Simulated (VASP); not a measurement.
Set up this calculation in VASP 6.6.1, as the native input.

* Task: single point
* Functional: r2SCAN
* Potentials or basis: VASP PAW PBE potentials, release 64 (Ti_sv, O)
* Cutoff: 660 eV
* k mesh: 12 × 12 × 8
* Occupations: gaussian, width 0.1 eV
* Spin: no spin polarisation
* Dipole correction: no
* Further INCAR settings: ALGO = Normal; EDIFF = 1e-06; NBANDS = 22

The system is Ti2O.

```
Ti O
1.0
     2.91940    0.00000    0.00000
    -1.45970    2.52827    0.00000
     0.00000    0.00000    4.71300
Ti O
2 1
Direct
  0.66667 0.33333 0.27874
  0.33333 0.66667 0.72126
  0.00000 0.00000 0.00000
```

These files were run (other wordings do the same):

POSCAR

```
Ti2O
1.0
    2.9193980238      0.0000000000      0.0000000000
   -1.4596990119      2.5282728524      0.0000000000
    0.0000000000      0.0000000000      4.7130000000
Ti O
2 1
Direct
    0.6666666667      0.3333333333      0.2787400000
    0.3333333333      0.6666666667      0.7212600000
    0.0000000000      0.0000000000      0.0000000000
```

INCAR.step1

```
SYSTEM = Ti2O
PREC     = Accurate       ! precision mode
ENCUT    = 660            ! plane-wave cutoff, eV
ISMEAR   = 0              ! smearing method
SIGMA    = 0.1            ! smearing width, eV
LREAL    = .False.        ! projectors in reciprocal space
LASPH    = .True.         ! aspherical terms in the spheres
NELM     = 120            ! most SCF steps
NBANDS   = 22             ! bands
GGA      = PE             ! functional
ALGO     = Normal         ! electronic algorithm
EDIFF    = 1E-5           ! SCF threshold, eV
LWAVE    = .True.         ! write WAVECAR
LCHARG   = .False.        ! write CHGCAR
GGA_COMPAT= .False.
```

INCAR.step2

```
SYSTEM = Ti2O
PREC     = Accurate       ! precision mode
ENCUT    = 660            ! plane-wave cutoff, eV
EDIFF    = 1E-6           ! SCF threshold, eV
ISMEAR   = 0              ! smearing method
SIGMA    = 0.1            ! smearing width, eV
LREAL    = .False.        ! projectors in reciprocal space
LASPH    = .True.         ! aspherical terms in the spheres
NELM     = 120            ! most SCF steps
ALGO     = Normal         ! electronic algorithm
ISIF     = 2              ! what is computed and relaxed
LWAVE    = .False.        ! write WAVECAR
LCHARG   = .True.         ! write CHGCAR
METAGGA  = R2SCAN         ! meta-GGA
LMIXTAU  = .True.       
LELF     = .True.         ! ELF
LVHAR    = .True.       
NBANDS   = 22             ! bands
ISTART   = 1            
GGA_COMPAT= .False.
```

KPOINTS

```
regular mesh
0
Gamma
  12 12 8
  0 0 0
```

Potentials or basis: VASP PAW PBE potentials, release 64 (Ti_sv, O).

The run is started by

```bash
$ cat potpaw_PBE.64/Ti_sv/POTCAR potpaw_PBE.64/O/POTCAR > POTCAR
$ cp INCAR.step1 INCAR
$ mpirun -np 1 vasp_std > vasp.out
$ cp INCAR.step2 INCAR
$ mpirun -np 1 vasp_std > vasp.out
```

It gave:

```yaml
Pressure: 10.0 GPa
Largest_force: 1.002 eV/Å
Band_gap_on_the_k_mesh: zero (bands 15 and 16 overlap by 0.99 eV)
```

Caveat: the cell stands under pressure; the PAW data sets were made with another functional, which shifts forces and pressure a little.

Wall time 6 min on 1 thread of Intel(R) Xeon(R) Platinum 8488C (Sapphire Rapids), with other jobs on the host, peak memory 0.26 GiB.
